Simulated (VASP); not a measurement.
# KI (Fm-3m) in VASP: a series of runs

Runs on KI. Level: PBE-based screened hybrid. Tasks: single point.

All numbers are computed with VASP 6.6.1; they aren't measurements. Logs are shortened: lines on timing, memory, paths and dates and some standing lists are left out, and cuts for length are marked.

## 1. The cell of the first run

The structure is cubic, space group Fm-3m (No. 225). Conventional cell: a = 7.089 Å, b = 7.089 Å, c = 7.089 Å, α = 90.00°, β = 90.00°, γ = 90.00°. K (site symmetry m-3m) has 6 I at 3.54 Å within 4.7 Å. Within 4.7 Å of I (site symmetry m-3m) lie 6 K at 3.54 Å.

## 2. Single point, PBE-based screened hybrid

File POSCAR:

```
KI
1.0
    0.0000000000      3.5442850250      3.5442850250
    3.5442850250      0.0000000000      3.5442850250
    3.5442850250      3.5442850250      0.0000000000
K I
1 1
Direct
    0.0000000000      0.0000000000      0.0000000000
    0.5000000000      0.5000000000      0.5000000000
```

File INCAR.step1:

```
SYSTEM = KI
PREC = Accurate ; ENCUT = 520
EDIFF = 1E-5 ; ISMEAR = 0
SIGMA = 0.01 ; LREAL = .FALSE.
LASPH = .TRUE. ; NELM = 80
ALGO = Normal ; ISIF = 2
LWAVE = .TRUE. ; NBANDS = 15
GGA = PE
```

File INCAR.step2:

```
SYSTEM = KI
PREC = Accurate ; ENCUT = 520
EDIFF = 1E-6 ; ISMEAR = 0
SIGMA = 0.01 ; LREAL = .FALSE.
LASPH = .TRUE. ; NELM = 80
ALGO = Normal ; ISIF = 2
LWAVE = .FALSE. ; LCHARG = .TRUE.
GGA = PE ; LHFCALC = .TRUE.
AEXX = 0.4 ; HFSCREEN = 0.1
PRECFOCK = Normal ; LELF = .TRUE.
LVHAR = .TRUE. ; NBANDS = 15
ISTART = 1
```

File KPOINTS:

```
regular mesh
0
G
  4 4 4
  0 0 0
```

Potentials or basis: VASP PAW PBE potentials, release 64 (K_sv, I).

Run with:

```console
> cat potpaw_PBE.64/K_sv/POTCAR potpaw_PBE.64/I/POTCAR > POTCAR
> cp INCAR.step1 INCAR
> mpirun -np 1 vasp_std > vasp.out
> cp INCAR.step2 INCAR
> mpirun -np 1 vasp_std > vasp.out
```

OUTCAR:

```text
SYSTEM = KI
   PREC = Accurate
   ENCUT = 520
   EDIFF = 1E-6
   ISMEAR = 0
   LREAL = .FALSE.
   LASPH = .TRUE.
   NELM = 80
   ISIF = 2
   GGA = PE
   LHFCALC = .TRUE.
   AEXX = 0.4
   HFSCREEN = 0.1
   PRECFOCK = Normal
   ISTART = 1

 ion  position               nearest neighbor table
   1  0.000  0.000  0.000-   2 3.54   2 3.54   2 3.54   2 3.54   2 3.54   2 3.54
   2  0.500  0.500  0.500-   1 3.54   1 3.54   1 3.54   1 3.54   1 3.54   1 3.54

  LATTYP: Found a face centered cubic cell.
 ALAT       =     7.0885700500

  Lattice vectors:

 A1 = (   0.0000000000,   3.5442850250,   3.5442850250)
 A2 = (   3.5442850250,   0.0000000000,   3.5442850250)
 A3 = (   3.5442850250,   3.5442850250,   0.0000000000)

Analysis of symmetry for initial positions (statically):
=====================================================================
 Subroutine PRICEL returns:
 Original cell was already a primitive cell.

 Routine SETGRP: Setting up the symmetry group for a
 face centered cubic supercell.

 Subroutine GETGRP returns: Found 48 space group operations
 (whereof 48 operations were pure point group operations)
 out of a pool of 48 trial point group operations.

The static configuration has the point symmetry O_h .

Analysis of symmetry for dynamics (positions and initial velocities):
=====================================================================
 Subroutine PRICEL returns:
 Original cell was already a primitive cell.

 Routine SETGRP: Setting up the symmetry group for a
 face centered cubic supercell.

 Subroutine GETGRP returns: Found 48 space group operations
 (whereof 48 operations were pure point group operations)
 out of a pool of 48 trial point group operations.

The dynamic configuration has the point symmetry O_h .

 Subroutine INISYM returns: Found 48 space group operations
 (whereof 48 operations are pure point group operations),
 and found     1 'primitive' translations

----------------------------------------------------------------------------------------

                                     Primitive cell

  volume of cell :      89.0463

  direct lattice vectors                    reciprocal lattice vectors
     0.000000000  3.544285025  3.544285025    -0.141072176  0.141072176  0.141072176
     3.544285025  0.000000000  3.544285025     0.141072176 -0.141072176  0.141072176
     3.544285025  3.544285025  0.000000000     0.141072176  0.141072176 -0.141072176

  length of vectors
     5.012375951  5.012375951  5.012375951     0.244344176  0.244344176  0.244344176

  position of ions in fractional coordinates (direct lattice)
     0.000000000  0.000000000  0.000000000
     0.500000000  0.500000000  0.500000000

  ion indices of the primitive-cell ions
   primitive index   ion index
                 1           1
                 2           2

----------------------------------------------------------------------------------------

 KPOINTS: regular mesh

Automatic generation of k-mesh.
 Grid dimensions read from file:
 generate k-points for:    4    4    4

 Generating k-lattice:

  Cartesian coordinates                     Fractional coordinates (reciprocal lattice)
    -0.035268044  0.035268044  0.035268044     0.250000000  0.000000000  0.000000000
     0.035268044 -0.035268044  0.035268044     0.000000000  0.250000000  0.000000000
     0.035268044  0.035268044 -0.035268044     0.000000000  0.000000000  0.250000000

  Length of vectors
     0.061086044  0.061086044  0.061086044

  Shift w.r.t. Gamma in fractional coordinates (k-lattice)
     0.000000000  0.000000000  0.000000000

 Subroutine IBZKPT returns following result:
 ===========================================

 Found      8 irreducible k-points:

 Following reciprocal coordinates:
            Coordinates               Weight
  0.000000  0.000000  0.000000      1.000000
  0.250000  0.000000  0.000000      8.000000
  0.500000  0.000000  0.000000      4.000000
  0.250000  0.250000  0.000000      6.000000
  0.500000  0.250000  0.000000     24.000000
 -0.250000  0.250000  0.000000     12.000000
  0.500000  0.500000  0.000000      3.000000
 -0.250000  0.500000  0.250000      6.000000
   k-points           NKPTS =      8   k-points in BZ     NKDIM =     64   number of bands    NBANDS=     15
   number of dos      NEDOS =    301   number of ions     NIONS =      2
   total plane-waves  NPLWV =  64000
   dimension x,y,z NGX =    40 NGY =   40 NGZ =   40
   dimension x,y,z NGXF=    80 NGYF=   80 NGZF=   80
   ions per type =               1   1
   NGX,Y,Z   is equivalent  to a cutoff of  13.27, 13.27, 13.27 a.u.
   NGXF,Y,Z  is equivalent  to a cutoff of  26.53, 26.53, 26.53 a.u.
 SYSTEM =  KI
   PREC   = accura    normal or accurate (medium, high low for compatibility)
   ISTART =      1    job   : 0-new  1-cont  2-samecut
   ICHARG =      0    charge: 1-file 2-atom 10-const
   ISPIN  =      1    spin polarized calculation?
   LNONCOLLINEAR =      F non collinear calculations
   LSORBIT =      F    spin-orbit coupling
   LASPH  =      T    aspherical Exc in radial PAW
   ENCUT  =  520.0 eV  38.22 Ry    6.18 a.u.   9.32  9.32  9.32*2*pi/ulx,y,z
   NELM   =     80;   NELMIN=  2; NELMDL=  0     # of ELM steps
   EDIFF  = 0.1E-05   stopping-criterion for ELM
   LREAL  =      F    real-space projection
   EDIFFG = 0.1E-04   stopping-criterion for IOM
   NSW    =      0    number of steps for IOM
   IBRION =     -1    ionic relax: 0-MD 1-quasi-New 2-CG
   NFREE  =      0    steps in history (QN), initial steepest desc. (CG)
   ISIF   =      2    stress and relaxation
   ISYM   =      3    0-nonsym 1-usesym 2-fastsym
   POTIM  = 0.5000    time-step for ionic-motion
   TEBEG  =    0.0;   TEEND  =   0.0 temperature during run
   PSTRESS=    0.0 pullay stress
   NELECT =      16.0000    total number of electrons
   NUPDOWN=      -1.0000    fix difference up-down
   EMIN   =  10.00;   EMAX   =-10.00  energy-range for DOS
   EFERMI =   0.00;   METHOD = LEGACY
   ISMEAR =     0;   SIGMA  =   0.01  broadening in eV -4-tet -1-fermi 0-gaus
   EFERMI_NEDOS =   21; number of points for ismear=-14 and -15
   IALGO  =     38    algorithm
   IMIX   =      1    mixing-type and parameters
     AMIX     =   0.40;   BMIX     =  1.00
     AMIX_MAG =   1.60;   BMIX_MAG =  1.00
  volume/ion in A,a.u.               =      44.52       300.46
  Fermi-wavevector in a.u.,A,eV,Ry     =   0.923796  1.745722 11.611205  0.853399
  Thomas-Fermi vector in A             =   2.049472
   LORBIT       =      0    0 simple, 1 ext, 2 COOP (PROOUT), +10 PAW based schemes
   GGA     = PE    functional components
   LHFCALC =     T    Hartree Fock is set to
   PRECFOCK=normal    Normal, Fast or Accurate (Low or Medium for compatibility)
   ENCUT4O =  -1.0   cutoff for four orbital integrals eV
   NKREDX  =     1    reduce k-point grid by
   NKREDY  =     1    reduce k-point grid by
   NKREDZ  =     1    reduce k-point grid by
   AEXX    =    0.4000 exact exchange contribution
   HFSCREEN=    0.1000 screening length (either q_TF or 0.3 A-1)
   HFSCREENC=   0.1000 screening length for correlation (either q_TF or 0.3 A-1)
   ENCUTFOCK=  -1.0 apply spherical cutoff to Coloumb kernel
   IVDW    =     0    specifies the selected vdW correction
   LEPSILON=     F    determine dielectric tensor
   LRPA    =     F    only Hartree local field effects (RPA)
 non-spin polarized calculation
 Gauss-broadening in eV      SIGMA  =   0.01
  energy-cutoff  :      520.00
  volume of cell :       89.05
 maximum number of plane-waves:      2421
 NGX is ok and might be reduce to    40
  NGX = 28; NGY = 28; NGZ = 28

 number of electron      15.9999999 magnetization

 Free energy of the ion-electron system (eV)
  ---------------------------------------------------
  ext. energy  EPLUGINS =         0.00000000
  ---------------------------------------------------
  free energy    TOTEN  =        -7.33946423 eV

  energy without entropy =       -7.33946423  energy(sigma->0) =       -7.33946423

 E-fermi :  -1.8612     XC(G=0):  -5.0447

 val. band max:       -1.9511005161   @ k =   0.0000   0.0000   0.0000
 cond. band min:       4.1305043698   @ k =   0.0000   0.0000   0.0000
 fundamental gap:      6.0816048859
 Fermi energy:        -1.8612084825

 k-point     1 :       0.0000    0.0000    0.0000
  band No.  band energies     occupation
      1     -34.2326      2.00000
      2     -15.5384      2.00000
      3     -15.5384      2.00000
      4     -15.5384      2.00000
      5     -13.9016      2.00000
      6      -1.9511      2.00000
      7      -1.9511      2.00000
      8      -1.9511      2.00000
      9       4.1305      0.00000
     10       6.9668      0.00000
     11       6.9668      0.00000
     12       6.9668      0.00000
     13       7.8810      0.00000
     14       7.8810      0.00000
     15       9.9893      0.00000

 k-point     2 :       0.2500    0.0000    0.0000
  band No.  band energies     occupation
      1     -34.2315      2.00000
      2     -15.6261      2.00000
      3     -15.5387      2.00000
      4     -15.5387      2.00000
      5     -13.7339      2.00000
      6      -2.7556      2.00000
      7      -2.1351      2.00000
      8      -2.1351      2.00000
      9       5.2513      0.00000
     10       6.9378      0.00000
     11       7.6195      0.00000
     12       7.6195      0.00000
     13       8.5902      0.00000
     14       8.5902      0.00000
     15      11.0946      0.00000
[... 77 lines left out ...]
      3     -15.5575      2.00000
      4     -15.5575      2.00000
      5     -13.7244      2.00000
      6      -3.0738      2.00000
      7      -2.3664      2.00000
      8      -2.3664      2.00000
      9       5.1643      0.00000
     10       6.0903      0.00000
     11       8.9471      0.00000
     12       9.1422      0.00000
     13       9.6732      0.00000
     14      10.7394      0.00000
     15      10.7394      0.00000

 k-point     8 :      -0.2500    0.5000    0.2500
  band No.  band energies     occupation
      1     -34.2298      2.00000
      2     -15.5935      2.00000
      3     -15.5714      2.00000
      4     -15.5714      2.00000
      5     -13.6578      2.00000
      6      -2.7616      2.00000
      7      -2.7616      2.00000
      8      -2.5949      2.00000
      9       6.7948      0.00000
     10       6.7948      0.00000
     11       7.0500      0.00000
     12       8.7691      0.00000
     13       9.5981      0.00000
     14      10.8028      0.00000
     15      11.1951      0.00000

------------------------ aborting loop because EDIFF is reached ----------------------------------------

  FORCE on cell =-STRESS in cart. coord.  units (eV):
  Direction    XX          YY          ZZ          XY          YZ          ZX
  --------------------------------------------------------------------------------------
  -------------------------------------------------------------------------------------
  Total        0.0558737      0.0558737      0.0558737      0.0000000      0.0000000      0.0000000
  in kB        1.0053151      1.0053151      1.0053151      0.0000000      0.0000000      0.0000000
  external PRESSURE =       1.0053151 kB  Pullay stress =       0.0000000 kB

 VOLUME and BASIS-vectors are now :
 -----------------------------------------------------------------------------
  energy-cutoff  :      520.00
  volume of cell :       89.05
      direct lattice vectors                 reciprocal lattice vectors
     0.000000000  3.544285025  3.544285025    -0.141072176  0.141072176  0.141072176
     3.544285025  0.000000000  3.544285025     0.141072176 -0.141072176  0.141072176
     3.544285025  3.544285025  0.000000000     0.141072176  0.141072176 -0.141072176

 POSITION                                       TOTAL-FORCE (eV/Angst)
 -----------------------------------------------------------------------------------
      0.00000      0.00000      0.00000         0.000000     -0.000000      0.000000
      3.54429      3.54429      3.54429        -0.000000      0.000000     -0.000000
 -----------------------------------------------------------------------------------
    total drift:                               -0.000000     -0.000000     -0.000000

  FREE ENERGIE OF THE ION-ELECTRON SYSTEM (eV)
  ---------------------------------------------------
  free  energy   TOTEN  =        -7.3394642296 eV

  energy  without entropy=       -7.3394642296  energy(sigma->0) =       -7.33946423
```

It took 6.2 min on 1 thread of Intel Xeon Platinum 8488C (Sapphire Rapids), shared host; peak memory 0.35 GiB.

Results:

```
Free energy            : -7.3395 eV
Pressure               : 0.1 GPa
Band gap on the k mesh : 6.08 eV, direct
```

Levels at points of the mesh, in eV from the valence-band top:
| k point | band 5 | band 6 | band 7 | band 8 | band 9 | band 10 | band 11 | band 12 |
| --- | --- | --- | --- | --- | --- | --- | --- | --- |
| (0.00, 0.00, 0.00) | -11.95 | 0.00 | 0.00 | 0.00 | 6.08 | 8.92 | 8.92 | 8.92 |
| (0.50, 0.00, 0.00) | -11.62 | -1.44 | -0.36 | -0.36 | 7.62 | 10.17 | 10.47 | 10.47 |
| (0.50, 0.50, 0.00) | -11.77 | -1.12 | -0.42 | -0.42 | 7.12 | 8.04 | 10.90 | 11.09 |

Caveat: the PAW data sets were made with another functional, which shifts forces and pressure a little; spin-orbit coupling is left out, which moves the levels of the heavy elements.

## 3. Single point, PBE-based screened hybrid

POSCAR is that of step 2.

File INCAR.step1:

```
SYSTEM = KI
ALGO = Normal
EDIFF = 1E-5
ENCUT = 520
GGA = PE
ISIF = 2
ISMEAR = 0
LASPH = .True.
LCHARG = .False.
LREAL = .False.
LWAVE = .True.
NBANDS = 15
NELM = 60
PREC = Accurate
SIGMA = 0.01
```

File INCAR.step2:

```
SYSTEM = KI
AEXX = 0.1
ALGO = Normal
EDIFF = 1E-6
ENCUT = 520
GGA = PE
HFSCREEN = 0.1
ISIF = 2
ISMEAR = 0
ISTART = 1
LASPH = .True.
LCHARG = .False.
LHFCALC = .True.
LREAL = .False.
LWAVE = .False.
NBANDS = 15
NELM = 60
PREC = Accurate
PRECFOCK = Normal
SIGMA = 0.01
```

File KPOINTS:

```
k-points
0
Gamma
  4 4 4
  0 0 0
```

Potentials or basis: VASP PAW PBE potentials, release 64 (K_sv, I).

Run with:

```console
> cat potpaw_PBE.64/K_sv/POTCAR potpaw_PBE.64/I/POTCAR > POTCAR
> cp INCAR.step1 INCAR
> mpirun -np 1 vasp_std > vasp.out
> cp INCAR.step2 INCAR
> mpirun -np 1 vasp_std > vasp.out
```

Wall time 4.1 min (1 thread of Intel Xeon Platinum 8488C (Sapphire Rapids), shared host); peak memory 0.35 GiB.

Results (log left out):

```
Free energy            : -5.9823 eV
Pressure               : 0.4 GPa
Band gap on the k mesh : 4.46 eV, direct
```

Levels at points of the mesh, in eV from the valence-band top:
```csv
k point,band 5,band 6,band 7,band 8,band 9,band 10,band 11,band 12
"(0.00, 0.00, 0.00)",-10.86,0.00,0.00,0.00,4.46,7.10,7.10,7.10
"(0.50, 0.00, 0.00)",-10.58,-1.34,-0.34,-0.34,6.03,8.31,8.70,8.70
"(0.50, 0.50, 0.00)",-10.71,-1.02,-0.38,-0.38,5.49,6.31,8.79,9.34
```

Caveat: the PAW data sets were made with another functional, which shifts forces and pressure a little; spin-orbit coupling is left out, which moves the levels of the heavy elements.

## 4. Single point, PBE-based screened hybrid

POSCAR is that of step 3.

File INCAR.step1:

```
SYSTEM = KI
  PREC = Accurate
  ENCUT = 520
  EDIFF = 1E-5
  ISMEAR = 0
  SIGMA = 0.01
  LREAL = .False.
  LASPH = .True.
  NELM = 100
  ALGO = Normal
  ISIF = 2
  LWAVE = .True.
  LCHARG = .False.
  GGA = PE
  NBANDS = 15
```

File INCAR.step2:

```
SYSTEM = KI
  PREC = Accurate
  ENCUT = 520
  EDIFF = 1E-7
  ISMEAR = 0
  SIGMA = 0.01
  LREAL = .False.
  LASPH = .True.
  NELM = 100
  ALGO = Normal
  ISIF = 2
  LWAVE = .False.
  LCHARG = .False.
  GGA = PE
  LHFCALC = .True.
  AEXX = 0.4
  HFSCREEN = 0.2078
  PRECFOCK = Normal
  ISTART = 1
  NBANDS = 15
```

File KPOINTS:

```
Automatic mesh
0
Gamma
  4 4 4
  0 0 0
```

Run with:

```console
> cat potpaw_PBE.64/K_sv/POTCAR potpaw_PBE.64/I/POTCAR > POTCAR
> cp INCAR.step1 INCAR
> mpirun -np 1 vasp_std > vasp.out
> cp INCAR.step2 INCAR
> mpirun -np 1 vasp_std > vasp.out
```

Run time: 7.7 min. Hardware: 1 thread of Intel Xeon Platinum 8488C (Sapphire Rapids), shared host; peak memory 0.35 GiB.

Results (log left out):

```yaml
Free_energy: -6.9483 eV
Pressure: 0.2 GPa
Band_gap_on_the_k_mesh: 5.54 eV, direct
```

Levels at points of the mesh, in eV from the valence-band top:
| k point | band 6 | band 7 | band 8 | band 9 | band 10 | band 11 |
| --- | --- | --- | --- | --- | --- | --- |
| (0.00, 0.00, 0.00) | 0.00 | 0.00 | 0.00 | 5.54 | 8.34 | 8.34 |
| (0.50, 0.00, 0.00) | -1.40 | -0.35 | -0.35 | 7.08 | 9.60 | 9.89 |
| (0.50, 0.50, 0.00) | -1.09 | -0.40 | -0.40 | 6.56 | 7.47 | 10.29 |

Caveat: the PAW data sets were made with another functional, which shifts forces and pressure a little; spin-orbit coupling is left out, which moves the levels of the heavy elements.

## 5. Summary

```csv
share of exact exchange,screening parameter,gap on the mesh (eV),pressure (GPa)
0.4,0.1 1/Å,6.08,0.1
0.1,0.1 1/Å,4.46,0.4
0.4,0.2078 1/Å,5.54,0.2
```

Alike in all rows: task single point; level PBE-based screened hybrid; potentials or basis VASP PAW PBE potentials, release 64 (K_sv, I); no spin polarisation; cell as given; k mesh 4 × 4 × 4; cutoff (eV) 520; smearing gaussian 0.01 eV.

On the cell as given the gap runs from 4.46 eV (PBE-based screened hybrid) to 6.08 eV (PBE-based screened hybrid).

Caveats: the PAW data sets were made with another functional, which shifts forces and pressure a little; spin-orbit coupling is left out, which moves the levels of the heavy elements.

Absolute energies hang on the potentials; compare differences alone.
